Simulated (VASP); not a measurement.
# CdSe (I-4m2) in VASP: further runs, part 2 of 2

VASP 6.6.1. Earlier steps stand in the parts before.

## Step 3: Single point, LDA (film at in-plane strain -0.02)

INCAR reads:

```
PREC = Accurate
ENCUT = 520
EDIFF = 1E-6
ISMEAR = 0
SIGMA = 0.01
LREAL = False
LASPH = True
NELM = 60
ALGO = Normal
ISIF = 2
LWAVE = False
LCHARG = False
GGA = CA
NBANDS = 16
```

KPOINTS reads:

```
regular mesh
0
Gamma
  6 6 6
```

POSCAR reads:

```
CdSe
1.0
    2.9439138029      2.9439138029      0.0000000000
   -2.9439138029      2.9439138029      0.0000000000
    0.0000000000      2.9439138029      3.0905083286
Cd Se
1 1
Direct
    0.0000000000      0.0000000000      0.0000000000
    0.7500000000      0.2500000000      0.5000000000
```

Potentials or basis: VASP PAW LDA potentials, release 64 (Cd, Se).

Started as:

```
$ cat potpaw_LDA.64/Cd/POTCAR potpaw_LDA.64/Se/POTCAR > POTCAR
$ mpirun -np 1 vasp_std > vasp.out
```

OUTCAR:

```text
PREC = Accurate
   ENCUT = 520
   EDIFF = 1E-6
   ISMEAR = 0
   LREAL = False
   LASPH = True
   NELM = 60
   ISIF = 2
   GGA = CA

 ion  position               nearest neighbor table
   1  0.000  0.000  0.000-   2 2.59   2 2.59   2 2.59   2 2.59
   2  0.750  0.250  0.500-   1 2.59   1 2.59   1 2.59   1 2.59

  LATTYP: Found a body centered tetragonal cell.
 ALAT       =     4.1633228265
 C/A-ratio  =     1.4846354498

  Lattice vectors:

 A1 = (   2.9439138029,   0.0000000000,  -3.0905083286)
 A2 = (  -2.9439138029,   0.0000000000,  -3.0905083286)
 A3 = (   0.0000000000,   2.9439138029,   3.0905083286)

Analysis of symmetry for initial positions (statically):
=====================================================================
 Subroutine PRICEL returns:
 Original cell was already a primitive cell.

 Routine SETGRP: Setting up the symmetry group for a
 body centered tetragonal supercell.

 Subroutine GETGRP returns: Found  8 space group operations
 (whereof  8 operations were pure point group operations)
 out of a pool of 16 trial point group operations.

The static configuration has the point symmetry D_2d.

Analysis of symmetry for dynamics (positions and initial velocities):
=====================================================================
 Subroutine PRICEL returns:
 Original cell was already a primitive cell.

 Routine SETGRP: Setting up the symmetry group for a
 body centered tetragonal supercell.

 Subroutine GETGRP returns: Found  8 space group operations
 (whereof  8 operations were pure point group operations)
 out of a pool of 16 trial point group operations.

The dynamic configuration has the point symmetry D_2d.

 Subroutine INISYM returns: Found  8 space group operations
 (whereof  8 operations are pure point group operations),
 and found     1 'primitive' translations

----------------------------------------------------------------------------------------

[... 111 lines left out ...]
     AMIX     =   0.40;   BMIX     =  1.00
     AMIX_MAG =   1.60;   BMIX_MAG =  1.00
  volume/ion in A,a.u.               =      26.78       180.75
  Fermi-wavevector in a.u.,A,eV,Ry     =   1.138140  2.150772 17.624475  1.295362
  Thomas-Fermi vector in A             =   2.274844
   LORBIT       =      0    0 simple, 1 ext, 2 COOP (PROOUT), +10 PAW based schemes
   GGA     = CA    functional components
   LHFCALC =     F    Hartree Fock is set to
   AEXX    =    0.0000 exact exchange contribution
   IVDW    =     0    specifies the selected vdW correction
   LEPSILON=     F    determine dielectric tensor
   LRPA    =     F    only Hartree local field effects (RPA)
 non-spin polarized calculation
 Gauss-broadening in eV      SIGMA  =   0.01
  energy-cutoff  :      520.00
  volume of cell :       53.57
 maximum number of plane-waves:      1462
   NGX = 15   NGY = 15   NGZ = 15

 number of electron      17.9999999 magnetization

 Free energy of the ion-electron system (eV)
  ---------------------------------------------------
  ext. energy  EPLUGINS =         0.00000000
  ---------------------------------------------------
  free energy    TOTEN  =        -6.74787640 eV

  energy without entropy =       -6.74787640  energy(sigma->0) =       -6.74787640

 E-fermi :   1.3825     XC(G=0):  -9.5091

 val. band max:        1.2844268436   @ k =   0.0000   0.0000   0.0000
 cond. band min:       1.6808299235   @ k =   0.0000   0.0000   0.0000
 fundamental gap:      0.3964030799
 Fermi energy:         1.3824609644

 k-point     1 :       0.0000    0.0000    0.0000
  band No.  band energies     occupation
      1     -11.7015      2.00000
      2      -6.9250      2.00000
      3      -6.9007      2.00000
      4      -6.9007      2.00000
      5      -6.4873      2.00000
      6      -6.4674      2.00000
[... 433 lines left out ...]
      3      -6.6974      2.00000
      4      -6.5176      2.00000
      5      -6.4644      2.00000
      6      -5.9969      2.00000
[... 8 lines left out ...]
     15      13.1206      0.00000
     16      14.1930      0.00000

 [... further k-points ...]

------------------------ aborting loop because EDIFF is reached ----------------------------------------

  FORCE on cell =-STRESS in cart. coord.  units (eV):
  Direction    XX          YY          ZZ          XY          YZ          ZX
  --------------------------------------------------------------------------------------
  -------------------------------------------------------------------------------------
  Total        0.4986585      0.4986585      0.1802345      0.0000000      0.0000000      0.0000000
  in kB       14.9143280     14.9143280      5.3906169      0.0000000      0.0000000      0.0000000
  external PRESSURE =      11.7397576 kB  Pullay stress =       0.0000000 kB

 VOLUME and BASIS-vectors are now :
 -----------------------------------------------------------------------------
  energy-cutoff  :      520.00
  volume of cell :       53.57
      direct lattice vectors                 reciprocal lattice vectors
     2.943913803  2.943913803  0.000000000     0.169841929  0.169841929 -0.161785683
    -2.943913803  2.943913803  0.000000000    -0.169841929  0.169841929 -0.161785683
     0.000000000  2.943913803  3.090508329     0.000000000  0.000000000  0.323571366

 POSITION                                       TOTAL-FORCE (eV/Angst)
 -----------------------------------------------------------------------------------
      0.00000      0.00000      0.00000         0.000000     -0.000000      0.000000
      1.47196      4.41587      1.54525        -0.000000      0.000000      0.000000
 -----------------------------------------------------------------------------------
    total drift:                                0.000000     -0.000000     -0.000000

  FREE ENERGIE OF THE ION-ELECTRON SYSTEM (eV)
  ---------------------------------------------------
  free  energy   TOTEN  =        -6.7478764009 eV

  energy  without entropy=       -6.7478764009  energy(sigma->0) =       -6.74787640
```

stdout:

```text
POSCAR found type information on POSCAR CdSe
 POSCAR found :  2 types and       2 ions
 scaLAPACK will be used
 LDA part: xc-table for (Slater(with rela. corr.)+CA(PZ))
 , standard interpolation
 POSCAR, INCAR and KPOINTS ok, starting setup
 FFT: planning ... GRIDC
 FFT: planning ... GRID_SOFT
 FFT: planning ... GRID
 WAVECAR not read
 entering main loop
```

It took 6.6 s on 1 thread of Intel Xeon 6975P-C (Granite Rapids), shared host; peak memory 0.16 GiB.

Results:

| Quantity | Value |
| --- | --- |
| Free energy | -6.7479 eV |
| Pressure | 1.2 GPa |
| Band gap on the k mesh | 0.40 eV, direct |

Caveat: the cell differs from its parent crystal (film at in-plane strain -0.02).

## Step 4: Single point, LDA (in-plane strain -0.01, then relaxed in part)

INCAR reads:

```
PREC = Accurate ; ENCUT = 520
EDIFF = 1E-6 ; ISMEAR = 0
SIGMA = 0.01 ; LREAL = F
LASPH = T ; NELM = 80
ALGO = Normal ; ISIF = 2
LWAVE = F ; LCHARG = F
GGA = CA ; NBANDS = 16
```

KPOINTS is that of step 3.

POSCAR reads:

```
CdSe
1.0
    2.9739537397      2.9739537397      0.0000000000
   -2.9739537397      2.9739537397      0.0000000000
    0.0000000000      2.9739537397      3.0477710815
Cd Se
1 1
Direct
    0.0000000000      0.0000000000      0.0000000000
    0.7500000000      0.2500000000      0.5000000000
```

Started as:

```
$ cat potpaw_LDA.64/Cd/POTCAR potpaw_LDA.64/Se/POTCAR > POTCAR
$ mpirun -np 1 vasp_std > vasp.out
```

Run time: 6.8 s. Hardware: 1 thread of Intel Xeon 6975P-C (Granite Rapids), shared host; peak memory 0.16 GiB.

Results (log left out):

| Quantity | Value |
| --- | --- |
| Free energy | -6.7538 eV |
| Pressure | 0.8 GPa |
| Band gap on the k mesh | 0.42 eV, direct |

Stress tensor (GPa, compression positive):
```
0.98 0.00 0.00
0.00 0.98 0.00
0.00 0.00 0.52
```

Levels at points of the mesh, in eV from the valence-band top:
| k point | band 7 | band 8 | band 9 | band 10 | band 11 | band 12 |
| --- | --- | --- | --- | --- | --- | --- |
| (0.00, 0.00, 0.00) | -0.09 | 0.00 | 0.00 | 0.42 | 5.77 | 5.77 |
| (0.50, 0.00, 0.00) | -4.77 | -0.91 | -0.80 | 2.21 | 6.21 | 6.39 |
| (0.50, 0.50, 0.00) | -4.34 | -2.12 | -2.08 | 2.80 | 3.54 | 9.14 |
| (0.00, 0.00, 0.50) | -4.49 | -1.99 | -1.99 | 2.88 | 3.76 | 8.90 |

Caveat: the cell differs from its parent crystal (in-plane strain -0.01, then relaxed in part).

## Step 5: Single point, LDA (in-plane strain -0.01)

INCAR reads:

```
PREC = Accurate ; ENCUT = 520
EDIFF = 1E-7 ; ISMEAR = 0
SIGMA = 0.01 ; LREAL = False
LASPH = True ; NELM = 80
ALGO = Normal ; ISIF = 2
LWAVE = False ; LCHARG = True
GGA = CA ; LELF = True
LVHAR = True ; NBANDS = 16
```

KPOINTS is that of step 4.

POSCAR: that of step 4 with these lines changed.

```diff
@@ -4,3 +4,3 @@
    -2.9739537397      2.9739537397      0.0000000000
-    0.0000000000      2.9739537397      3.0477710815
+    0.0000000000      2.9739537397      3.0220176385
 Cd Se
```

Started as:

```
$ cat potpaw_LDA.64/Cd/POTCAR potpaw_LDA.64/Se/POTCAR > POTCAR
$ mpirun -np 1 vasp_std > vasp.out
```

Run time: 7.8 s. Hardware: 1 thread of Intel Xeon 6975P-C (Granite Rapids), shared host; peak memory 0.16 GiB.

Results (log left out):

- Free energy: -6.7514 eV
- Pressure: 1.4 GPa
- Band gap on the k mesh: 0.45 eV, direct

Stress tensor (GPa, compression positive):
```
1.46 0.00 0.00
0.00 1.46 0.00
0.00 0.00 1.17
```

Levels at points of the mesh, in eV from the valence-band top:
```
           k point  band 6  band 7  band 8  band 9  band 10  band 11  band 12  band 13
(0.00, 0.00, 0.00)   -7.73   -0.06    0.00    0.00     0.45     5.77     5.77     5.77
(0.50, 0.00, 0.00)   -7.40   -4.81   -0.90   -0.82     2.23     6.25     6.37     7.31
(0.50, 0.50, 0.00)   -7.32   -4.39   -2.13   -2.10     2.80     3.58     9.16    10.20
(0.00, 0.00, 0.50)   -7.35   -4.49   -2.04   -2.04     2.86     3.72     9.01    10.32
```

Caveat: the cell differs from its parent crystal (in-plane strain -0.01).

## Step 6: Single point, LDA (film at in-plane strain -0.01)

INCAR reads:

```
SYSTEM = CdSe
ALGO = Normal ; EDIFF = 1E-7
ENCUT = 520 ; GGA = CA
ISIF = 2 ; ISMEAR = 0
LASPH = .TRUE. ; LCHARG = .FALSE.
LREAL = .FALSE. ; LWAVE = .FALSE.
NBANDS = 16 ; NELM = 80
PREC = Accurate ; SIGMA = 0.01
```

KPOINTS reads:

```
k-points
0
G
  6 6 6
  0 0 0
```

POSCAR: that of step 5 with these lines changed.

```diff
@@ -4,3 +4,3 @@
    -2.9739537397      2.9739537397      0.0000000000
-    0.0000000000      2.9739537397      3.0220176385
+    0.0000000000      2.9739537397      3.0477710815
 Cd Se
```

Potentials or basis: VASP PAW LDA potentials, release 64 (Cd, Se).

Started as:

```
$ cat potpaw_LDA.64/Cd/POTCAR potpaw_LDA.64/Se/POTCAR > POTCAR
$ mpirun -np 1 vasp_std > vasp.out
```

Wall time 7.5 s (1 thread of Intel Xeon 6975P-C (Granite Rapids), shared host); peak memory 0.16 GiB.

Results (log left out):

- Free energy: -6.7538 eV
- Pressure: 0.8 GPa
- Band gap on the k mesh: 0.42 eV, direct

Stress tensor (GPa, compression positive):
```
0.98 0.00 0.00
0.00 0.98 0.00
0.00 0.00 0.52
```

Levels at points of the mesh, in eV from the valence-band top:
```
           k point  band 7  band 8  band 9  band 10  band 11  band 12
(0.00, 0.00, 0.00)   -0.09    0.00    0.00     0.42     5.77     5.77
(0.50, 0.00, 0.00)   -4.77   -0.91   -0.80     2.21     6.21     6.39
(0.50, 0.50, 0.00)   -4.34   -2.12   -2.08     2.80     3.54     9.14
(0.00, 0.00, 0.50)   -4.49   -1.99   -1.99     2.89     3.76     8.90
```

Caveat: the cell differs from its parent crystal (film at in-plane strain -0.01).

## Step 7: Summary

| cell | gap on the mesh (eV) | pressure (GPa) |
| --- | --- | --- |
| a = 4.163, b = 4.163, c = 4.232 Å, angles 60.5, 60.5, 90.0°, 2 atoms | 0.45 | 2.3 |
| a = 4.163, b = 4.163, c = 4.268 Å, angles 60.8, 60.8, 90.0°, 2 atoms | 0.40 | 1.2 |
| a = 4.206, b = 4.206, c = 4.258 Å, angles 60.4, 60.4, 90.0°, 2 atoms | 0.42 | 0.8 |
| a = 4.206, b = 4.206, c = 4.240 Å, angles 60.3, 60.3, 90.0°, 2 atoms | 0.45 | 1.4 |

Alike in all rows: task single point; level LDA; potentials or basis VASP PAW LDA potentials, release 64 (Cd, Se); no spin polarisation; k mesh 6 × 6 × 6; cutoff (eV) 520; smearing gaussian 0.01 eV.

Absolute energies hang on the potentials; compare differences alone.
